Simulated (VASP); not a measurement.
# NaAu2 in VASP: single point with PBE

Aim: the single point of NaAu2 with PBE.

Program: VASP 6.6.1. These are calculated values, not measurements. Logs are shortened: lines on timing, memory, paths and dates and some standing lists are left out, and cuts for length are marked.

## 1. The cell of the first run

The cell holds a sheet with vacuum, 3 atoms: a = 4.683 Å, b = 4.683 Å, c = 18.000 Å, α = 90.00°, β = 90.00°, γ = 120.00°.

The cell was generated, and may not be a known phase.

## 2. Single point, PBE

INCAR

```
  PREC = Accurate
  ENCUT = 400
  EDIFF = 1E-6
  ISMEAR = 0
  SIGMA = 0.1
  LREAL = F
  LASPH = T
  NELM = 120
  ALGO = Normal
  ISIF = 2
  LWAVE = F
  LCHARG = F
  LDIPOL = T
  IDIPOL = 3
  DIPOL = 0.5 0.5 0.500
  GGA = PE
  NBANDS = 22
  GGA_COMPAT = F
  NELMDL = -8
```

KPOINTS

```
regular mesh
0
Gamma
  6 6 1
```

POSCAR

```
NaAu2
1.0
    4.6830454500      0.0000000000      0.0000000000
   -2.3415227300      4.0556358700      0.0000000000
    0.0000000000      0.0000000000     18.0000000000
Na Au
1 2
Direct
    0.0000000000      0.0000000000      0.5000000000
    0.6666666700      0.3333333300      0.6066318000
    0.3333333300      0.6666666700      0.3933682000
```

Potentials or basis: VASP PAW PBE potentials, release 64 (Na_pv, Au).

Command:

```
> cat potpaw_PBE.64/Na_pv/POTCAR potpaw_PBE.64/Au/POTCAR > POTCAR
> mpirun -np 1 vasp_std > vasp.out
```

OUTCAR:

```text
PREC = Accurate
   ENCUT = 400
   EDIFF = 1E-6
   ISMEAR = 0
   LREAL = F
   LASPH = T
   NELM = 120
   ISIF = 2
   GGA = PE
   NELMDL = -8

 ion  position               nearest neighbor table
   1  0.000  0.000  0.500-
   2  0.667  0.333  0.607-
   3  0.333  0.667  0.393-

  LATTYP: Found a hexagonal cell.
 ALAT       =     4.6830454500
 C/A-ratio  =     3.8436526385

  Lattice vectors:

 A1 = (   4.6830454500,   0.0000000000,   0.0000000000)
 A2 = (  -2.3415227300,   4.0556358700,   0.0000000000)
 A3 = (   0.0000000000,   0.0000000000,  18.0000000000)

Analysis of symmetry for initial positions (statically):
=====================================================================
 Subroutine PRICEL returns:
 Original cell was already a primitive cell.

 Routine SETGRP: Setting up the symmetry group for a
 hexagonal supercell.

 Subroutine GETGRP returns: Found 12 space group operations
 (whereof 12 operations were pure point group operations)
 out of a pool of 24 trial point group operations.

The static configuration has the point symmetry D_3d.

Analysis of symmetry for dynamics (positions and initial velocities):
=====================================================================
 Subroutine PRICEL returns:
 Original cell was already a primitive cell.

 Routine SETGRP: Setting up the symmetry group for a
 hexagonal supercell.

 Subroutine GETGRP returns: Found 12 space group operations
 (whereof 12 operations were pure point group operations)
 out of a pool of 24 trial point group operations.

The dynamic configuration has the point symmetry D_3d.

 Subroutine INISYM returns: Found 12 space group operations
 (whereof 12 operations are pure point group operations),
 and found     1 'primitive' translations

----------------------------------------------------------------------------------------

                                     Primitive cell

  volume of cell :     341.8691

  direct lattice vectors                    reciprocal lattice vectors
     4.683045450  0.000000000  0.000000000     0.213536258  0.123285230  0.000000000
    -2.341522730  4.055635870  0.000000000     0.000000000  0.246570459  0.000000000
     0.000000000  0.000000000 18.000000000     0.000000000  0.000000000  0.055555556

  length of vectors
     4.683045450  4.683045057 18.000000000     0.246570439  0.246570459  0.055555556

  position of ions in fractional coordinates (direct lattice)
     0.000000000  0.000000000  0.500000000
     0.666666670  0.333333330  0.606631800
     0.333333330  0.666666670  0.393368200

  ion indices of the primitive-cell ions
   primitive index   ion index
                 1           1
                 2           2
                 3           3

----------------------------------------------------------------------------------------

 KPOINTS: regular mesh

Automatic generation of k-mesh.
 Grid dimensions read from file:
 generate k-points for:    6    6    1

 Generating k-lattice:

  Cartesian coordinates                     Fractional coordinates (reciprocal lattice)
     0.035589376  0.020547538  0.000000000     0.166666667 -0.000000000  0.000000000
     0.000000000  0.041095077  0.000000000     0.000000000  0.166666667  0.000000000
     0.000000000  0.000000000  0.055555556     0.000000000  0.000000000  1.000000000

  Length of vectors
     0.041095073  0.041095077  0.055555556

  Shift w.r.t. Gamma in fractional coordinates (k-lattice)
     0.000000000  0.000000000  0.000000000

 Subroutine IBZKPT returns following result:
 ===========================================

 Found      7 irreducible k-points:

 Following reciprocal coordinates:
            Coordinates               Weight
  0.000000  0.000000  0.000000      1.000000
  0.166667  0.000000  0.000000      6.000000
  0.333333  0.000000  0.000000      6.000000
  0.500000  0.000000  0.000000      3.000000
  0.166667  0.166667  0.000000      6.000000
  0.333333  0.166667  0.000000     12.000000
  0.333333  0.333333  0.000000      2.000000
   k-points           NKPTS =      7   k-points in BZ     NKDIM =      7   number of bands    NBANDS=     22
   number of dos      NEDOS =    301   number of ions     NIONS =      3
   total plane-waves  NPLWV = 122880
   dimension x,y,z NGX =    32 NGY =   32 NGZ =  120
   dimension x,y,z NGXF=    64 NGYF=   64 NGZF=  240
   ions per type =               1   2
   NGX,Y,Z   is equivalent  to a cutoff of  11.36, 11.36, 11.08 a.u.
   NGXF,Y,Z  is equivalent  to a cutoff of  22.72, 22.72, 22.17 a.u.
 SYSTEM =  unknown system
   PREC   = accura    normal or accurate (medium, high low for compatibility)
   ISTART =      0    job   : 0-new  1-cont  2-samecut
   ICHARG =      2    charge: 1-file 2-atom 10-const
   ISPIN  =      1    spin polarized calculation?
   LNONCOLLINEAR =      F non collinear calculations
   LSORBIT =      F    spin-orbit coupling
   LASPH  =      T    aspherical Exc in radial PAW
   ENCUT  =  400.0 eV  29.40 Ry    5.42 a.u.   7.64  7.64 29.35*2*pi/ulx,y,z
   NELM   =    120;   NELMIN=  2; NELMDL= -8     # of ELM steps
   EDIFF  = 0.1E-05   stopping-criterion for ELM
   LREAL  =      F    real-space projection
   EDIFFG = 0.1E-04   stopping-criterion for IOM
   NSW    =      0    number of steps for IOM
   IBRION =     -1    ionic relax: 0-MD 1-quasi-New 2-CG
   NFREE  =      0    steps in history (QN), initial steepest desc. (CG)
   ISIF   =      2    stress and relaxation
   ISYM   =      2    0-nonsym 1-usesym 2-fastsym
   POTIM  = 0.5000    time-step for ionic-motion
   TEBEG  =    0.0;   TEEND  =   0.0 temperature during run
   PSTRESS=    0.0 pullay stress
   NELECT =      29.0000    total number of electrons
   NUPDOWN=      -1.0000    fix difference up-down
   EMIN   =  10.00;   EMAX   =-10.00  energy-range for DOS
   EFERMI =   0.00;   METHOD = LEGACY
   ISMEAR =     0;   SIGMA  =   0.10  broadening in eV -4-tet -1-fermi 0-gaus
   EFERMI_NEDOS =   21; number of points for ismear=-14 and -15
   IALGO  =     38    algorithm
   IMIX   =      4    mixing-type and parameters
     AMIX     =   0.40;   BMIX     =  1.00
     AMIX_MAG =   1.60;   BMIX_MAG =  1.00
  volume/ion in A,a.u.               =     113.96       769.02
  Fermi-wavevector in a.u.,A,eV,Ry     =   0.719318  1.359314  7.039903  0.517418
  Thomas-Fermi vector in A             =   1.808483
   LORBIT       =      0    0 simple, 1 ext, 2 COOP (PROOUT), +10 PAW based schemes
   GGA     = PE    functional components
   LHFCALC =     F    Hartree Fock is set to
   AEXX    =    0.0000 exact exchange contribution
   IVDW    =     0    specifies the selected vdW correction
   LEPSILON=     F    determine dielectric tensor
   LRPA    =     F    only Hartree local field effects (RPA)
 non-spin polarized calculation
 Gauss-broadening in eV      SIGMA  =   0.10
  energy-cutoff  :      400.00
  volume of cell :      341.87
 maximum number of plane-waves:      6257
 NGX is ok and might be reduce to    32
   NGX = 15   NGY = 15   NGZ = 59

 number of electron      29.0000003 magnetization

 dipolmoment           0.000000      0.000000     -0.000000 electrons x Angstroem

 Free energy of the ion-electron system (eV)
  ---------------------------------------------------
  ext. energy  EPLUGINS =         0.00000000
  ---------------------------------------------------
  free energy    TOTEN  =        -4.99203392 eV

  energy without entropy =       -4.97827452  energy(sigma->0) =       -4.98515422

 E-fermi :  -4.0660     XC(G=0):  -3.1619

 val. band max:       -4.1691054789   @ k =   0.3333   0.0000   0.0000
 cond. band min:      -3.9841185437   @ k =   0.5000   0.0000   0.0000
 fundamental gap:      0.1849869351
 Fermi energy:        -4.0660374281

 k-point     1 :       0.0000    0.0000    0.0000
  band No.  band energies     occupation
      1     -27.1749      2.00000
      2     -27.1710      2.00000
      3     -27.1710      2.00000
      4      -5.9968      2.00000
      5      -5.5463      2.00000
      6      -5.4150      2.00000
[... 14 lines left out ...]
     21       3.4583      0.00000
     22       3.4583      0.00000

 k-point     2 :       0.1667    0.0000    0.0000
  band No.  band energies     occupation
      1     -27.1748      2.00000
      2     -27.1715      2.00000
      3     -27.1711      2.00000
      4      -5.7933      2.00000
      5      -5.4783      2.00000
      6      -5.4222      2.00000
[... 14 lines left out ...]
     21       2.7771      0.00000
     22       3.3119      0.00000

 k-point     3 :       0.3333    0.0000    0.0000
  band No.  band energies     occupation
      1     -27.1746      2.00000
      2     -27.1724      2.00000
      3     -27.1714      2.00000
      4      -5.5739      2.00000
      5      -5.4910      2.00000
      6      -5.4551      2.00000
[... 14 lines left out ...]
     21       2.8054      0.00000
     22       3.2032      0.00000

 k-point     4 :       0.5000    0.0000    0.0000
  band No.  band energies     occupation
      1     -27.1746      2.00000
      2     -27.1729      2.00000
      3     -27.1715      2.00000
      4      -5.5660      2.00000
      5      -5.5110      2.00000
      6      -5.4778      2.00000
[... 14 lines left out ...]
     21       2.9317      0.00000
     22       3.3558      0.00000

 k-point     5 :       0.1667    0.1667    0.0000
  band No.  band energies     occupation
      1     -27.1747      2.00000
      2     -27.1721      2.00000
      3     -27.1714      2.00000
      4      -5.5733      2.00000
      5      -5.4364      2.00000
      6      -5.4261      2.00000
[... 14 lines left out ...]
     21       2.4215      0.00000
     22       2.6190      0.00000

 k-point     6 :       0.3333    0.1667    0.0000
  band No.  band energies     occupation
      1     -27.1746      2.00000
      2     -27.1726      2.00000
      3     -27.1717      2.00000
      4      -5.5343      2.00000
      5      -5.4561      2.00000
      6      -5.4476      2.00000
[... 14 lines left out ...]
     21       2.2009      0.00000
     22       3.4737      0.00000

 k-point     7 :       0.3333    0.3333    0.0000
  band No.  band energies     occupation
      1     -27.1746      2.00000
      2     -27.1723      2.00000
      3     -27.1723      2.00000
      4      -5.5098      2.00000
      5      -5.4376      2.00000
      6      -5.4376      2.00000
[... 14 lines left out ...]
     21       1.8835      0.00000
     22       3.7462      0.00000

------------------------ aborting loop because EDIFF is reached ----------------------------------------

 vacuum level on the upper side and lower side of the slab       (xc-potential included)        -0.137        -0.137

  FORCE on cell =-STRESS in cart. coord.  units (eV):
  Direction    XX          YY          ZZ          XY          YZ          ZX
  --------------------------------------------------------------------------------------
  -------------------------------------------------------------------------------------
  Total       -2.3804594     -2.3804589     -1.4466666      0.0000000      0.0000000      0.0000000
  in kB      -11.1560778    -11.1560753     -6.7798363      0.0000000      0.0000000      0.0000000
  external PRESSURE =      -9.6973298 kB  Pullay stress =       0.0000000 kB

 VOLUME and BASIS-vectors are now :
 -----------------------------------------------------------------------------
  energy-cutoff  :      400.00
  volume of cell :      341.87
      direct lattice vectors                 reciprocal lattice vectors
     4.683045450  0.000000000  0.000000000     0.213536258  0.123285230  0.000000000
    -2.341522730  4.055635870  0.000000000     0.000000000  0.246570459  0.000000000
     0.000000000  0.000000000 18.000000000     0.000000000  0.000000000  0.055555556

 POSITION                                       TOTAL-FORCE (eV/Angst)
 -----------------------------------------------------------------------------------
      0.00000      0.00000      9.00000         0.000000      0.000000      0.000000
      2.34152      1.35188     10.91937         0.000000      0.000000     -0.358942
     -0.00000      2.70376      7.08063        -0.000000     -0.000000      0.358942
 -----------------------------------------------------------------------------------
    total drift:                               -0.000000      0.000000      0.000000

  FREE ENERGIE OF THE ION-ELECTRON SYSTEM (eV)
  ---------------------------------------------------
  free  energy   TOTEN  =        -4.9920339192 eV

  energy  without entropy=       -4.9782745175  energy(sigma->0) =       -4.98515422

 vacuum level on the upper side and lower side of the slab         1.754         1.754
```

Run time: 86 s. Hardware: 1 thread of Intel Xeon 8259CL, shared host; peak memory 0.34 GiB.

Results:

```yaml
Free_energy: -4.9920 eV
Largest_force: 0.359 eV/Å
Band_gap_on_the_k_mesh: zero (an odd number of electrons rules out a gap without spin polarisation)
```

Forces in eV/Å, atoms in the order of the input:
```
Na   0.000  0.000  0.000
Au   0.000  0.000 -0.359
Au   0.000  0.000  0.359
```

Caveat: spin-orbit coupling is left out, which moves the levels of the heavy elements.

The gap in the log of VASP goes by the Fermi energy; the results here count the filled bands.